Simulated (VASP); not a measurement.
# SiC: elastic constants with PBE

Crystal: SiC.

```xyz
2
Lattice="0.0000 2.1644 2.1644 2.1644 0.0000 2.1644 2.1644 2.1644 0.0000" Properties=species:S:1:pos:R:3 pbc="T T T"
Si    0.0000    0.0000    0.0000
C     3.2466    3.2466    3.2466
```

| Quantity | Value |
| --- | --- |
| Program | VASP 6.6.1 |
| Task | elastic constants |
| Functional | PBE |
| Potentials or basis | VASP PAW PBE potentials, release 64 (Si, C) |
| Cutoff | 600 eV |
| k mesh | 12 × 12 × 12 |
| Occupations | gaussian, width 0.01 eV |
| Spin | no spin polarisation |
| Dipole correction | no |
| Ions in elastic constants | relaxed |
| Further INCAR settings | ALGO = Normal; EDIFF = 1e-08; NBANDS = 11; IBRION = 6; POTIM = 0.015; NSW = 1; ISIF = 3 |

```
Elastic constants C11, C12, C44                         : 406, 148, 255 GPa
Voigt bulk modulus                                      : 234 GPa
Highest phonon frequency at Γ, LO-TO splitting left out : 806 cm⁻¹
```

Phonon frequencies in cm⁻¹ (negative: imaginary):
| q point | frequencies |
| --- | --- |
| (0.000, 0.000, 0.000) | 0 0 0 806 806 806 |

Elastic tensor in Voigt notation (GPa, in the Cartesian axes of the cell as first typed):
```
406 148 148   0   0   0
148 406 148   0   0   0
148 148 406   0   0   0
  0   0   0 255   0   0
  0   0   0   0 255   0
  0   0   0   0   0 255
```

Clamped-ion elastic tensor (GPa):
```
406 148 148   0   0   0
148 406 148   0   0   0
148 148 406   0   0   0
  0   0   0 290   0   0
  0   0   0   0 290   0
  0   0   0   0   0 290
```

Run time: 4.4 min on 1 thread of Intel Xeon 6975P-C (shared host), peak memory 0.33 GiB.

Caveat: the cell is under stress, which shifts elastic constants.
